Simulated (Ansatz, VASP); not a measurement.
# Two plane-wave programs on PbS

```
Pb S
1.0
     2.01816   -5.81330    0.00000
     2.01816    5.81330    0.00000
     0.00000    0.00000    4.15218
Pb S
2 2
Cartesian
  2.0182 -4.2953 3.1141
  2.0182 4.2953 1.0380
  2.0182 -1.6882 3.1141
  2.0182 1.6882 1.0380
```

Alike in both runs: task single point; functional LDA; k mesh 8 × 8 × 6; occupations gaussian, width 0.02 eV; no spin polarisation.

```csv
,VASP,Ansatz
version,VASP 6.6.1,Ansatz 0.2.0
potentials or method,"VASP PAW LDA potentials, release 64 (Pb_d, S), cutoff 520 eV","scalar-relativistic, plane waves, PAW"
valence electrons in the cell,40,40
```

Ansatz gave:

* gap on the k mesh at the Fermi level (eV): 0.87
* least direct gap on the mesh (eV): 1.16
* pressure (GPa): 1.8
* traceless stress, the component that is largest in VASP (GPa): -0.33
* rms of the force components (eV/Å): 0.240

Problem. Estimate VASP's values.

Solution. gap on the k mesh at the Fermi level (eV): 0.85; least direct gap on the mesh (eV): 1.14; pressure (GPa): 1.8; traceless stress, the component that is largest in VASP (GPa): -0.32; rms of the force components (eV/Å): 0.245.

LDA's correlation is that of Perdew and Zunger in VASP and of Perdew and Wang (1992) in Ansatz. Atom by atom the forces differ by 0.006 eV/Å (rms over components).

Spin-orbit coupling is off throughout.
